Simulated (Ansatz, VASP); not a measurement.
TaRu: VASP beside Ansatz

```xyz
2
Lattice="3.1141 0.0000 0.0000 0.0000 3.1141 0.0000 0.0000 0.0000 3.3890" Properties=species:S:1:pos:R:3 pbc="T T T"
Ta    1.5570    1.5570    1.6945
Ru    0.0000    0.0000    0.0000
```

Change from the starting cell: equal xx and yy strain of +2 %.

Alike in both runs: task single point; functional LDA; k mesh 11 × 11 × 10; occupations fermi-dirac, width 0.05 eV; no spin polarisation.

```csv
,VASP,Ansatz
version,VASP 6.6.1,Ansatz 0.2.0
potentials or method,"VASP PAW LDA potentials, release 64 (Ta_pv, Ru_pv), cutoff 520 eV","all-electron LAPW, scalar-relativistic"
```

```tsv
	VASP	Ansatz	Ansatz less VASP
pressure (GPa)	-18.6	-19.2	-0.60
traceless stress, the component that is largest in VASP (GPa)	2.48	2.60	+0.120
```

LDA's correlation is that of Perdew and Zunger in VASP and of Perdew and Wang (1992) in Ansatz. Ansatz ran all-electron here, and VASP with PAW potentials.

Spin-orbit coupling is off throughout.
